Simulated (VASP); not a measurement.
Here is a VASP 6.6.1 calculation.

INCAR

```
SYSTEM = TaGeI
PREC = Accurate ; ENCUT = 520
EDIFF = 1E-6 ; ISMEAR = 0
SIGMA = 0.1 ; LREAL = .False.
LASPH = .True. ; NELM = 100
ALGO = Normal ; ISIF = 2
LWAVE = .False. ; LCHARG = .False.
GGA = PE ; NBANDS = 41
```

KPOINTS

```
regular mesh
0
Gamma
  4 4 4
  0 0 0
```

The input POSCAR:

```
TaGeI
1.0
    4.6561228600      0.0000000000      0.0000000000
    0.0000000000      4.6561228600      0.0000000000
    0.0000000000      0.0000000000      6.9199936200
Ta Ge I
2 2 2
Direct
    0.5000000000      0.0000000000      0.2582420100
    0.0000000000      0.5000000000      0.7417579900
    0.5000000000      0.5000000000      0.0000000000
    0.0000000000      0.0000000000      0.0000000000
    0.5000000000      0.0000000000      0.7222849700
    0.0000000000      0.5000000000      0.2777150300
```

Potentials or basis: VASP PAW PBE potentials, release 64 (Ta_pv, Ge_d, I).

Command:

```console
$ cat potpaw_PBE.64/Ta_pv/POTCAR potpaw_PBE.64/Ge_d/POTCAR potpaw_PBE.64/I/POTCAR > POTCAR
$ mpirun -np 1 vasp_std > vasp.out
```

(1) Predict the band gap on the k mesh.

(2) What does it give for the pressure?

(3) Predict the largest force.

## Answers

(1) zero (band 32 reaches 6.55 eV, above the bottom of band 33 at 6.10 eV).

(2) -4.7 GPa.

(3) 2.881 eV/Å.

Caveat: spin-orbit coupling is left out, which moves the levels of the heavy elements; forces of over 1 eV/Å act on the atoms, so gaps and moduli don't describe the material at rest.
